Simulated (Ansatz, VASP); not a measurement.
Al in VASP and in Ansatz

The input INCAR:

```
SYSTEM = Al
PREC = Accurate
ENCUT = 500
EDIFF = 1E-6
ISMEAR = 0
SIGMA = 0.05
LREAL = .False.
LASPH = .True.
NELM = 120
ALGO = Normal
ISIF = 2
LWAVE = .False.
LCHARG = .False.
GGA = PE
NBANDS = 8
GGA_COMPAT = .False.
```

Contents of KPOINTS:

```
regular mesh
0
Gamma
  18 18 18
  0 0 0
```

The input POSCAR:

```
Al
1.0
    0.0000000000      2.0250000000      2.0250000000
    2.0250000000      0.0000000000      2.0250000000
    2.0250000000      2.0250000000      0.0000000000
Al
1
Direct
    0.0000000000      0.0000000000      0.0000000000
```

Input for Ansatz:

```yaml
crystal:
  lattice:
    - [0.0, 2.025, 2.025]
    - [2.025, 0.0, 2.025]
    - [2.025, 2.025, 0.0]
  atoms:
    - { symbol: Al, position: [0.0, 0.0, 0.0] }
basis:
  ecutwfc: 600
  ecutrho_ratio: 5
kpoints:
  mp_grid: { grid: [18, 18, 18] }
hamiltonian:
  xc: pbe
scf:
  occupations: { method: gaussian, width: 0.05 }
output:
  forces: true
  stress: true
  eigenvalues: true
```

Alike in both runs: task single point; functional PBE; k mesh 18 × 18 × 18; occupations gaussian, width 0.05 eV; no spin polarisation.

|  | VASP | Ansatz |
| --- | --- | --- |
| version | VASP 6.6.1 | Ansatz 0.2.0 |
| potentials or method | VASP PAW PBE potentials, release 64 (Al), cutoff 500 eV | scalar-relativistic, plane waves, PAW |
| valence electrons in the cell | 3 | 3 |

```csv
,VASP,Ansatz,Ansatz less VASP
gap on the k mesh at the Fermi level (eV),none,none,-
pressure (GPa),-0.5,-0.4,+0.03
```

A gap of «none» marks a metal or a gap that the smearing closes.
